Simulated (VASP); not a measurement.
MgO2:

```xyz
3
Lattice="1.6048 0.9265 3.4940 -1.6048 0.9265 3.4940 0.0000 -1.8530 3.4940" Properties=species:S:1:pos:R:3 pbc="T T T"
Mg    0.0000    0.0000    0.0000
O     0.0000    0.0000    4.4945
O     0.0000    0.0000    5.9874
```

```yaml
Program: VASP 6.6.1
Task: relaxation of cell and atoms
Functional: PBEsol
Potentials_or_basis: VASP PAW PBE potentials, release 64 (Mg, O)
Cutoff: 600 eV
k_mesh: 12 × 12 × 12
Occupations: gaussian, width 0.02 eV
Spin: no spin polarisation
```

At the start: pressure -5.2 GPa; volume 10.39 Å³/atom.

Task: How do energy, volume and symmetry change on relaxing?

Result: Over 7 steps the energy falls by 6.9 meV/atom and the volume is 9.97 Å³/atom (-4.1 %); space group R-3m (No. 166, to 0.05 Å).

The path:
| step | energy change (eV) | largest force (eV/Å) | pressure (GPa) | volume (Å³) |
| --- | --- | --- | --- | --- |
| 1 | 0.0000 | 0.1345 | -5.19 | 31.17 |
| 2 | -0.0107 | 0.6444 | 2.15 | 29.68 |
| 3 | -0.0169 | 0.3284 | -0.77 | 30.22 |
| 4 | -0.0151 | 0.4634 | 1.08 | 29.58 |
| 5 | -0.0205 | 0.0360 | -0.01 | 29.93 |
| 6 | -0.0207 | 0.0187 | 0.00 | 29.92 |
| 7 | -0.0207 | 0.0007 | 0.01 | 29.90 |

Final structure:
```
Mg O
1.0
     1.58026    0.91236    3.45680
    -1.58026    0.91236    3.45680
     0.00000   -1.82473    3.45680
Mg O
1 2
Direct
  0.00000 0.00000 0.00000
  0.42885 0.42885 0.42885
  0.57115 0.57115 0.57115
```

Caveat: the PAW data sets were made with another functional, which shifts forces and pressure a little.
